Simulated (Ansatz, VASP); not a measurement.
## Two plane-wave programs on SnO

```
CELL_PARAMETERS angstrom
3.88849 0.00000 0.00000
0.00000 3.88849 0.00000
0.00000 0.00000 4.98276
ATOMIC_POSITIONS crystal
Sn 0.50000 0.00000 0.76463
Sn 0.00000 0.50000 0.23537
O 0.00000 0.00000 0.00000
O 0.50000 0.50000 0.00000
```

Alike in both runs: task single point; functional PBE; k mesh 7 × 7 × 6; occupations fermi-dirac, width 0.05 eV; no spin polarisation.

```csv
,VASP,Ansatz
version,VASP 6.6.1,Ansatz 0.2.0
potentials or method,"VASP PAW PBE potentials, release 64 (Sn_d, O)",Ansatz PAW
plane-wave cutoff (eV),520,420
valence electrons in the cell,40,40
```

VASP gave:

```
gap on the k mesh at the Fermi level (eV)                     : 0.58
least direct gap on the mesh (eV)                             : 1.97
pressure (GPa)                                                : -1.4
traceless stress, the component that is largest in VASP (GPa) : 0.21
rms of the force components (eV/Å)                            : 0.128
```

Q: Which values does Ansatz return?

A: gap on the k mesh at the Fermi level (eV): 0.57; least direct gap on the mesh (eV): 2.00; pressure (GPa): -1.5; traceless stress, the component that is largest in VASP (GPa): 0.19; rms of the force components (eV/Å): 0.157.

Atom by atom the forces differ by 0.029 eV/Å (rms over components). With one functional, cell and mesh, what is left measures potentials, basis and numerics.

Noted on Ansatz's run: odd divisions of the mesh miss points on the zone boundary, where band edges often lie, so the gap on the mesh can be too wide.
